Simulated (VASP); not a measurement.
A run of VASP 6.6.1 is set up as follows.

The input INCAR:

```
SYSTEM = Pd
ALGO = Normal
EDIFF = 1E-6
ENCUT = 520
GGA = PE
ISIF = 2
ISMEAR = 0
LASPH = .TRUE.
LCHARG = .TRUE.
LELF = .TRUE.
LREAL = .FALSE.
LVHAR = .TRUE.
LWAVE = .FALSE.
NBANDS = 11
NELM = 100
PREC = Accurate
SIGMA = 0.05
```

The input KPOINTS:

```
k-points
0
G
  8 8 8
  0 0 0
```

The input POSCAR:

```
Pd
1.0
   -1.5437486682      1.5437486682      1.5437486682
    1.5437486682     -1.5437486682      1.5437486682
    1.5437486682      1.5437486682     -1.5437486682
Pd
1
Direct
    0.0000000000      0.0000000000      0.0000000000
```

Potentials or basis: VASP PAW PBE potentials, release 64 (Pd).

Command:

```bash
$ cat potpaw_PBE.64/Pd/POTCAR > POTCAR
$ mpirun -np 1 vasp_std > vasp.out
```

(1) Estimate the band gap on the k mesh.

(2) Predict the pressure.

Results:

(1) zero (band 5 reaches 10.44 eV, above the bottom of band 6 at 8.86 eV).

(2) 9.1 GPa.
